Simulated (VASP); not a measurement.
# Si2W (I4/mmm) in VASP: notebook

The runs below take Si2W through single point, with PBE.

Program: VASP 6.6.1. These are calculated values, not measurements. Logs are shortened: lines on timing, memory, paths and dates and some standing lists are left out, and cuts for length are marked.

## Step 1: The cell of the first run

Symmetry: I4/mmm, No. 139, tetragonal system. Conventional cell: a = 3.229 Å, b = 3.229 Å, c = 7.868 Å, α = 90.00°, β = 90.00°, γ = 90.00°. Within 3.4 Å of Si (site symmetry 4mm) lie 9 Si at 2.60 to 3.23 Å and 5 W at 2.63 Å. Within 3.5 Å of W (site symmetry 4/mmm) lie 10 Si at 2.63 Å and 4 W at 3.23 Å.

## Step 2: Single point, PBE

INCAR

```
ALGO = Normal ; EDIFF = 1E-6
ENCUT = 520 ; GGA = PE
ISIF = 2 ; ISMEAR = -1
LASPH = T ; LCHARG = F
LREAL = F ; LWAVE = F
NBANDS = 18 ; NELM = 60
PREC = Accurate ; SIGMA = 0.05
```

KPOINTS

```
k-points
0
Gamma
  16 16 16
```

POSCAR

```
Si2W
1.0
   -1.6144470994      1.6144470994      3.9338689186
    1.6144470994     -1.6144470994      3.9338689186
    1.6144470994      1.6144470994     -3.9338689186
Si W
2 1
Direct
    0.3345181044      0.3345181044      0.0000000000
    0.6654818956      0.6654818956      0.0000000000
    0.0000000000      0.0000000000      0.0000000000
```

Potentials or basis: VASP PAW PBE potentials, release 64 (Si, W_sv).

Run with:

```
$ cat potpaw_PBE.64/Si/POTCAR potpaw_PBE.64/W_sv/POTCAR > POTCAR
$ mpirun -np 1 vasp_std > vasp.out
```

OUTCAR:

```text
EDIFF = 1E-6
   ENCUT = 520
   GGA = PE
   ISIF = 2
   ISMEAR = -1
   LASPH = T
   LREAL = F
   NELM = 60
   PREC = Accurate

 ion  position               nearest neighbor table
   1  0.335  0.335  0.000-   2 2.60   3 2.63   3 2.63   3 2.63   3 2.63   3 2.63   2 2.64   2 2.64
                             2 2.64   2 2.64
   2  0.665  0.665  0.000-   1 2.60   3 2.63   3 2.63   3 2.63   3 2.63   3 2.63   1 2.64   1 2.64
                             1 2.64   1 2.64
   3  0.000  0.000  0.000-   2 2.63   2 2.63   2 2.63   1 2.63   2 2.63   1 2.63   1 2.63   1 2.63
                             1 2.63   2 2.63

  LATTYP: Found a body centered tetragonal cell.
 ALAT       =     3.2288941988
 C/A-ratio  =     2.4366663485

  Lattice vectors:

 A1 = (  -1.6144470994,   1.6144470994,   3.9338689186)
 A2 = (   1.6144470994,  -1.6144470994,   3.9338689186)
 A3 = (   1.6144470994,   1.6144470994,  -3.9338689186)

Analysis of symmetry for initial positions (statically):
=====================================================================
 Subroutine PRICEL returns:
 Original cell was already a primitive cell.

 Routine SETGRP: Setting up the symmetry group for a
 body centered tetragonal supercell.

 Subroutine GETGRP returns: Found 16 space group operations
 (whereof 16 operations were pure point group operations)
 out of a pool of 16 trial point group operations.

The static configuration has the point symmetry D_4h.

Analysis of symmetry for dynamics (positions and initial velocities):
=====================================================================
 Subroutine PRICEL returns:
 Original cell was already a primitive cell.

 Routine SETGRP: Setting up the symmetry group for a
 body centered tetragonal supercell.

 Subroutine GETGRP returns: Found 16 space group operations
 (whereof 16 operations were pure point group operations)
 out of a pool of 16 trial point group operations.

The dynamic configuration has the point symmetry D_4h.

 Subroutine INISYM returns: Found 16 space group operations
 (whereof 16 operations are pure point group operations),
 and found     1 'primitive' translations

----------------------------------------------------------------------------------------

                                     Primitive cell

  volume of cell :      41.0136

  direct lattice vectors                    reciprocal lattice vectors
    -1.614447099  1.614447099  3.933868919     0.000000000  0.309703551  0.127101337
     1.614447099 -1.614447099  3.933868919     0.309703551  0.000000000  0.127101337
     1.614447099  1.614447099 -3.933868919     0.309703551  0.309703551  0.000000000

  length of vectors
     4.548428689  4.548428689  4.548428689     0.334770129  0.334770129  0.437986963

  position of ions in fractional coordinates (direct lattice)
     0.334518104  0.334518104  0.000000000
     0.665481896  0.665481896  0.000000000
     0.000000000  0.000000000  0.000000000

  ion indices of the primitive-cell ions
   primitive index   ion index
                 1           1
                 2           2
                 3           3

----------------------------------------------------------------------------------------

 KPOINTS: k-points

Automatic generation of k-mesh.
 Grid dimensions read from file:
 generate k-points for:   16   16   16

 Generating k-lattice:

  Cartesian coordinates                     Fractional coordinates (reciprocal lattice)
     0.000000000  0.019356472  0.007943834     0.062500000 -0.000000000  0.000000000
     0.019356472  0.000000000  0.007943834    -0.000000000  0.062500000  0.000000000
     0.019356472  0.019356472  0.000000000     0.000000000  0.000000000  0.062500000

  Length of vectors
     0.020923133  0.020923133  0.027374185

  Shift w.r.t. Gamma in fractional coordinates (k-lattice)
     0.000000000  0.000000000  0.000000000

 Subroutine IBZKPT returns following result:
 ===========================================

 Found    349 irreducible k-points:

 Following reciprocal coordinates:
            Coordinates               Weight
  0.000000  0.000000  0.000000      1.000000
  0.062500  0.000000  0.000000      8.000000
  0.125000  0.000000  0.000000      8.000000
  0.187500  0.000000  0.000000      8.000000
  0.250000  0.000000  0.000000      8.000000
  0.312500  0.000000 -0.000000      8.000000
[... 16 lines left out ...]
 -0.125000  0.062500  0.000000     16.000000
 -0.062500  0.062500  0.000000      4.000000
 [... further k-points ...]
   k-points           NKPTS =    349   k-points in BZ     NKDIM =    349   number of bands    NBANDS=     18
   number of dos      NEDOS =    301   number of ions     NIONS =      3
   total plane-waves  NPLWV =  46656
   dimension x,y,z NGX =    36 NGY =   36 NGZ =   36
   dimension x,y,z NGXF=    72 NGYF=   72 NGZF=   72
   ions per type =               2   1
   NGX,Y,Z   is equivalent  to a cutoff of  13.16, 13.16, 13.16 a.u.
   NGXF,Y,Z  is equivalent  to a cutoff of  26.32, 26.32, 26.32 a.u.
 SYSTEM =  unknown system
   PREC   = accura    normal or accurate (medium, high low for compatibility)
   ISTART =      0    job   : 0-new  1-cont  2-samecut
   ICHARG =      2    charge: 1-file 2-atom 10-const
   ISPIN  =      1    spin polarized calculation?
   LNONCOLLINEAR =      F non collinear calculations
   LSORBIT =      F    spin-orbit coupling
   LASPH  =      T    aspherical Exc in radial PAW
   ENCUT  =  520.0 eV  38.22 Ry    6.18 a.u.   8.46  8.46  8.46*2*pi/ulx,y,z
   NELM   =     60;   NELMIN=  2; NELMDL= -5     # of ELM steps
   EDIFF  = 0.1E-05   stopping-criterion for ELM
   LREAL  =      F    real-space projection
   EDIFFG = 0.1E-04   stopping-criterion for IOM
   NSW    =      0    number of steps for IOM
   IBRION =     -1    ionic relax: 0-MD 1-quasi-New 2-CG
   NFREE  =      0    steps in history (QN), initial steepest desc. (CG)
   ISIF   =      2    stress and relaxation
   ISYM   =      2    0-nonsym 1-usesym 2-fastsym
   POTIM  = 0.5000    time-step for ionic-motion
   TEBEG  =    0.0;   TEEND  =   0.0 temperature during run
   PSTRESS=    0.0 pullay stress
   NELECT =      22.0000    total number of electrons
   NUPDOWN=      -1.0000    fix difference up-down
   EMIN   =  10.00;   EMAX   =-10.00  energy-range for DOS
   EFERMI =   0.00;   METHOD = LEGACY
   ISMEAR =    -1;   SIGMA  =   0.05  broadening in eV -4-tet -1-fermi 0-gaus
   EFERMI_NEDOS =   21; number of points for ismear=-14 and -15
   IALGO  =     38    algorithm
   IMIX   =      4    mixing-type and parameters
     AMIX     =   0.40;   BMIX     =  1.00
     AMIX_MAG =   1.60;   BMIX_MAG =  1.00
  volume/ion in A,a.u.               =      13.67        92.26
  Fermi-wavevector in a.u.,A,eV,Ry     =   1.330168  2.513653 24.073433  1.769347
  Thomas-Fermi vector in A             =   2.459275
   LORBIT       =      0    0 simple, 1 ext, 2 COOP (PROOUT), +10 PAW based schemes
   GGA     = PE    functional components
   LHFCALC =     F    Hartree Fock is set to
   AEXX    =    0.0000 exact exchange contribution
   IVDW    =     0    specifies the selected vdW correction
   LEPSILON=     F    determine dielectric tensor
   LRPA    =     F    only Hartree local field effects (RPA)
 non-spin polarized calculation
  energy-cutoff  :      520.00
  volume of cell :       41.01
 maximum number of plane-waves:      1138
 NGX is ok and might be reduce to    36
   NGX = 17   NGY = 17   NGZ = 17

 number of electron      22.0000000 magnetization

 Free energy of the ion-electron system (eV)
  ---------------------------------------------------
  ext. energy  EPLUGINS =         0.00000000
  ---------------------------------------------------
  free energy    TOTEN  =       -24.81589827 eV

  energy without entropy =      -24.81379294  energy(sigma->0) =      -24.81484561

 E-fermi :  11.7517     XC(G=0): -12.4611

 val. band max:       11.7454415374   @ k =   0.0625   0.0625   0.0000
 cond. band min:      11.7576743129   @ k =  -0.3750   0.4375   0.3750
 fundamental gap:      0.0122327755
 Fermi energy:        11.7516508436

 k-point     1 :       0.0000    0.0000    0.0000
  band No.  band energies     occupation
      1     -62.1269      2.00000
      2     -26.3742      2.00000
      3     -26.3602      2.00000
      4     -26.3602      2.00000
      5      -2.2033      2.00000
      6       4.9993      2.00000
[... 10 lines left out ...]
     17      17.3535      0.00000
     18      17.3535      0.00000

 k-point     2 :       0.0625    0.0000    0.0000
  band No.  band energies     occupation
      1     -62.1266      2.00000
      2     -26.3736      2.00000
      3     -26.3681      2.00000
      4     -26.3594      2.00000
      5      -2.1296      2.00000
      6       5.0031      2.00000
[... 10 lines left out ...]
     17      17.3597      0.00000
     18      17.6353      0.00000

 k-point     3 :       0.1250    0.0000    0.0000
  band No.  band energies     occupation
      1     -62.1259      2.00000
      2     -26.3906      2.00000
      3     -26.3719      2.00000
      4     -26.3574      2.00000
      5      -1.9104      2.00000
      6       4.9987      2.00000
[... 10 lines left out ...]
     17      17.4524      0.00000
     18      18.3101      0.00000

 k-point     4 :       0.1875    0.0000    0.0000
  band No.  band energies     occupation
      1     -62.1248      2.00000
      2     -26.4241      2.00000
      3     -26.3694      2.00000
      4     -26.3543      2.00000
      5      -1.5517      2.00000
      6       4.9284      2.00000
[... 375 lines left out ...]
      4     -26.3621      2.00000
      5      -1.5449      2.00000
      6       5.2305      2.00000
[... 10 lines left out ...]
     17      17.6625      0.00000
     18      19.3276      0.00000

 k-point    23 :      -0.1250    0.0625    0.0000
  band No.  band energies     occupation
      1     -62.1256      2.00000
      2     -26.3898      2.00000
      3     -26.3708      2.00000
      4     -26.3652      2.00000
      5      -1.8815      2.00000
      6       5.2150      2.00000
[... 10 lines left out ...]
     17      17.5280      0.00000
     18      18.3551      0.00000

 k-point    24 :      -0.0625    0.0625    0.0000
  band No.  band energies     occupation
      1     -62.1263      2.00000
      2     -26.3727      2.00000
      3     -26.3678      2.00000
      4     -26.3669      2.00000
      5      -2.0781      2.00000
      6       5.1132      2.00000
[... 10 lines left out ...]
     17      17.4779      0.00000
     18      17.7206      0.00000

 [... further k-points ...]
[... 5 lines left out ...]
  --------------------------------------------------------------------------------------
  -------------------------------------------------------------------------------------
  Total        0.0224304      0.0224304      0.0023238      0.0000000      0.0000000      0.0000000
  in kB        0.8762348      0.8762348      0.0907788      0.0000000      0.0000000      0.0000000
  external PRESSURE =       0.6144161 kB  Pullay stress =       0.0000000 kB

 VOLUME and BASIS-vectors are now :
 -----------------------------------------------------------------------------
  energy-cutoff  :      520.00
  volume of cell :       41.01
      direct lattice vectors                 reciprocal lattice vectors
    -1.614447099  1.614447099  3.933868919     0.000000000  0.309703551  0.127101337
     1.614447099 -1.614447099  3.933868919     0.309703551  0.000000000  0.127101337
     1.614447099  1.614447099 -3.933868919     0.309703551  0.309703551  0.000000000

 POSITION                                       TOTAL-FORCE (eV/Angst)
 -----------------------------------------------------------------------------------
      0.00000      0.00000      2.63190         0.000000      0.000000     -0.001621
      0.00000      0.00000      5.23584         0.000000      0.000000      0.001621
      0.00000      0.00000      0.00000        -0.000000     -0.000000      0.000000
 -----------------------------------------------------------------------------------
    total drift:                               -0.000000     -0.000000      0.000000

  FREE ENERGIE OF THE ION-ELECTRON SYSTEM (eV)
  ---------------------------------------------------
  free  energy   TOTEN  =       -24.8158982743 eV

  energy  without entropy=      -24.8137929366  energy(sigma->0) =      -24.81484561
```

Run time: 7.6 min. Hardware: 1 thread of Intel Xeon 8259CL, shared host; peak memory 0.39 GiB.

Results:

| Property | Result |
| --- | --- |
| Free energy | -24.8159 eV |
| Pressure | 0.1 GPa |
| Band gap on the k mesh | zero (bands 11 and 12 overlap by 1.25 eV) |

Caveat: spin-orbit coupling is left out, which moves the levels of the heavy elements.

## Step 3: Single point, PBE

INCAR

```
SYSTEM = Si2W
PREC = Accurate
ENCUT = 520
EDIFF = 1E-6
ISMEAR = -1
SIGMA = 0.05
LREAL = .FALSE.
LASPH = .TRUE.
NELM = 60
ALGO = Normal
ISIF = 2
LWAVE = .FALSE.
LCHARG = .FALSE.
GGA = PE
NBANDS = 18
```

KPOINTS

```
regular mesh
0
G
  16 16 16
  0 0 0
```

POSCAR is that of step 2.

Potentials or basis: VASP PAW PBE potentials, release 64 (Si, W_sv).

Run with:

```
$ cat potpaw_PBE.64/Si/POTCAR potpaw_PBE.64/W_sv/POTCAR > POTCAR
$ mpirun -np 1 vasp_std > vasp.out
```

It took 6.2 min on 1 thread of Intel Xeon 8259CL, shared host; peak memory 0.39 GiB.

It converged, with:

```
Free energy            : -24.8159 eV
Pressure               : 0.1 GPa
Band gap on the k mesh : zero (bands 11 and 12 overlap by 1.25 eV)
```

Stress tensor (GPa, compression positive):
```
0.09 0.00 0.00
0.00 0.09 0.00
0.00 0.00 0.01
```

Levels at points of the mesh, in eV from the Fermi level:
| k point | band 8 | band 9 | band 10 | band 11 | band 12 | band 13 | band 14 | band 15 |
| --- | --- | --- | --- | --- | --- | --- | --- | --- |
| (0.00, 0.00, 0.00) | -3.24 | -2.80 | -2.80 | 0.61 | 2.65 | 2.98 | 3.04 | 3.04 |
| (0.50, 0.00, 0.00) | -4.81 | -2.74 | -2.71 | -0.41 | 2.66 | 2.76 | 3.91 | 4.31 |
| (0.50, 0.50, 0.00) | -5.50 | -4.96 | -3.19 | -1.75 | 2.74 | 2.92 | 3.07 | 3.86 |
| (0.50, 0.50, 0.50) | -2.54 | -0.84 | -0.84 | -0.48 | -0.48 | 0.78 | 4.44 | 4.73 |

Caveat: spin-orbit coupling is left out, which moves the levels of the heavy elements.
